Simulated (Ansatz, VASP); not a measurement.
# Sb: VASP beside Ansatz

INCAR

```
PREC = Accurate ; ENCUT = 520
EDIFF = 1E-6 ; ISMEAR = -1
SIGMA = 0.05 ; LREAL = False
LASPH = True ; NELM = 80
ALGO = Normal ; ISIF = 2
LWAVE = False ; LCHARG = True
GGA = PS ; LELF = True
LVHAR = True ; NBANDS = 18
```

File KPOINTS:

```
regular mesh
0
Gamma
  6 6 6
```

The input POSCAR:

```
Sb
1.0
   -4.0300106443      4.0300106443      2.0254867038
    4.0300106443     -4.0300106443      2.0254867038
    4.0300106443      4.0300106443     -2.0254867038
Sb
4
Direct
    0.6512630600      0.1512630600      0.8025261200
    0.1512630600      0.3487369400      0.5000000000
    0.3487369400      0.8487369400      0.1974738800
    0.8487369400      0.6512630600      0.5000000000
```

The input input.yaml:

```yaml
crystal:
  lattice:
    - [-4.0300106443, 4.0300106443, 2.0254867038]
    - [4.0300106443, -4.0300106443, 2.0254867038]
    - [4.0300106443, 4.0300106443, -2.0254867038]
  atoms:
    - { symbol: Sb, position: [0.65126306, 0.15126306, 0.80252612] }
    - { symbol: Sb, position: [0.15126306, 0.34873694, 0.5] }
    - { symbol: Sb, position: [0.34873694, 0.84873694, 0.19747388] }
    - { symbol: Sb, position: [0.84873694, 0.65126306, 0.5] }
hamiltonian:
  xc: pbesol
  pseudopotentials: { kind: paw }
kpoints:
  mp_grid: { grid: [6, 6, 6] }
scf:
  occupations: { method: fermi_dirac, width: 0.05 }
  n_extra_bands: 10
output:
  forces: true
  stress: true
  eigenvalues: true
  dos: { projected: false, de: 0.05, nscf_kmesh: { grid: [9, 9, 9] } }
```

Alike in both runs: functional PBEsol; k mesh 6 × 6 × 6; occupations fermi-dirac, width 0.05 eV; no spin polarisation.

|  | VASP | Ansatz |
| --- | --- | --- |
| version | VASP 6.6.1 | Ansatz 0.2.0 |
| potentials or method | VASP PAW PBE potentials, release 64 (Sb) | Ansatz PAW |
| plane-wave cutoff (eV) | 520 | 420 |
| valence electrons in the cell | 20 | 60 |
| task | single point | density of states |

|  | VASP | Ansatz | Ansatz less VASP |
| --- | --- | --- | --- |
| gap on the k mesh at the Fermi level (eV) | none | none | - |
| pressure (GPa) | -0.4 | -0.4 | -0.06 |
| traceless stress, the component that is largest in VASP (GPa) | 0.20 | 0.18 | -0.025 |
| rms of the force components (eV/Å) | 0.059 | 0.054 | -0.0045 |

VASP's potentials were made for PBE, not for PBEsol. Atom by atom the forces differ by 0.004 eV/Å (rms over components). A gap of «none» marks a metal or a gap that the smearing closes. VASP's potentials hold 20 valence electrons a cell and Ansatz's 60, so a difference there can come from the potentials and not from the codes.

Neither program's run includes spin-orbit coupling.
